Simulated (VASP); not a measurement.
**SrO: electric field gradients with PBE**

SrO:

```
CELL_PARAMETERS angstrom
0.00000 2.56980 2.51840
2.56980 0.00000 2.51840
2.56980 2.56980 0.00000
ATOMIC_POSITIONS crystal
Sr 0.00000 0.00000 0.00000
O 0.50000 0.50000 0.50000
```

This cell differs from its parent crystal: zz strain of -2 %.

| Quantity | Value |
| --- | --- |
| Program | VASP 6.6.1 |
| Task | electric field gradients |
| Functional | PBE |
| Potentials or basis | VASP PAW PBE potentials, release 64 (Sr_sv, O) |
| Cutoff | 520 eV |
| k mesh | 8 × 8 × 8 |
| Occupations | fermi-dirac, width 0.02 eV |
| Spin | no spin polarisation |
| Dipole correction | no |
| Further INCAR settings | ALGO = Normal; EDIFF = 1e-08; NBANDS = 15 |

```
Pressure               : 5.7 GPa
Band gap on the k mesh : 3.15 eV, indirect (least direct gap 3.29 eV)
```

Stress tensor (GPa, compression positive):
```
4.60 0.00 0.00
0.00 4.60 0.00
0.00 0.00 7.96
```

Levels at points of the mesh, in eV from the valence-band top:
```tsv
k point	band 4	band 5	band 6	band 7	band 8	band 9	band 10	band 11	band 12	band 13
(0.00, 0.00, 0.00)	-13.99	-13.98	-0.08	-0.08	0.00	4.07	6.15	6.15	6.31	8.28
(0.50, 0.00, 0.00)	-14.05	-12.78	-2.27	-1.24	-1.24	6.59	8.57	8.90	8.94	11.97
(0.50, 0.50, 0.00)	-14.40	-14.40	-0.36	-0.16	-0.16	3.15	7.93	10.25	10.57	11.21
(0.50, 0.00, 0.50)	-14.38	-14.35	-0.49	-0.16	-0.06	3.22	7.90	10.28	10.49	11.09
```

Electric field gradients, principal values (V/Å²):
| atom | least | middle | greatest (by size) |
| --- | --- | --- | --- |
| 1 Sr | 11.010 | 11.010 | -22.020 |
| 2 O | 3.613 | 3.615 | -7.228 |

Run time: 20 s on 1 thread of AMD EPYC 9R45 96-Core Processor (Zen 5) (shared host), peak memory 0.14 GiB.

Caveat: the cell differs from its parent crystal (zz strain of -2 %); without QUAD_EFG the Cq values of the log hold for a quadrupole moment of 1 mb, not for the nuclei. A k mesh can miss the band edges.
